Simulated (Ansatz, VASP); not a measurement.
**Ti: VASP beside Ansatz**

```
CELL_PARAMETERS angstrom
-1.52389 1.52389 2.05481
1.52389 -1.52389 2.05481
1.52389 1.52389 -2.05481
ATOMIC_POSITIONS crystal
Ti 0.00000 0.00000 0.00000
```

Alike in both runs: task single point; functional PBE; k mesh 22 × 22 × 22; occupations gaussian, width 0.15 eV; no spin polarisation.

```csv
,VASP,Ansatz
version,VASP 6.6.1,Ansatz 0.2.0
potentials or method,"VASP PAW PBE potentials, release 64 (Ti_sv), cutoff 520 eV","scalar-relativistic, plane waves, PAW"
valence electrons in the cell,12,12
```

```csv
,VASP,Ansatz,Ansatz less VASP
gap on the k mesh at the Fermi level (eV),none,none,-
pressure (GPa),-8.4,-8.5,-0.09
"traceless stress, the component that is largest in VASP (GPa)",1.02,1.01,-0.007
```

A gap of «none» marks a metal or a gap that the smearing closes.
